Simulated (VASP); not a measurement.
## Si: single point with PBE

Si:

```
CELL_PARAMETERS angstrom
0.00000 2.73505 2.73505
2.73505 0.00000 2.73505
2.73505 2.73505 0.00000
ATOMIC_POSITIONS crystal
Si 0.75000 0.75000 0.75000
Si 0.50000 0.50000 0.50000
```

```yaml
Program: VASP 6.6.1
Task: single point
Functional: PBE
Potentials_or_basis: VASP PAW PBE potentials, release 64 (Si)
Cutoff: 500 eV
k_mesh: 8 × 8 × 8
Occupations: gaussian, width 0.01 eV
Spin: no spin polarisation
Dipole_correction: no
Further_INCAR_settings: ALGO = Normal; EDIFF = 1e-06; NBANDS = 11
```

| Item | Value |
| --- | --- |
| Pressure | -0.1 GPa |
| Band gap on the k mesh | 0.65 eV, indirect (least direct gap 2.56 eV) |

Levels at points of the mesh, in eV from the valence-band top:
```
           k point  band 1  band 2  band 3  band 4  band 5  band 6  band 7  band 8  band 9
(0.00, 0.00, 0.00)  -11.81    0.00    0.00    0.00    2.56    2.56    2.56    3.13    7.71
(0.50, 0.00, 0.00)   -9.53   -6.87   -1.18   -1.18    1.46    3.35    3.35    7.70   10.49
(0.50, 0.50, 0.00)   -7.74   -7.74   -2.79   -2.79    0.75    0.75    9.93    9.93   10.90
```

Wall time 11 s on 1 thread of Intel(R) Xeon(R) Platinum 8488C (Sapphire Rapids), with other jobs on the host, peak memory 0.14 GiB.

A k mesh can miss the band edges. As with any semilocal functional, this PBE gap is likely too small.
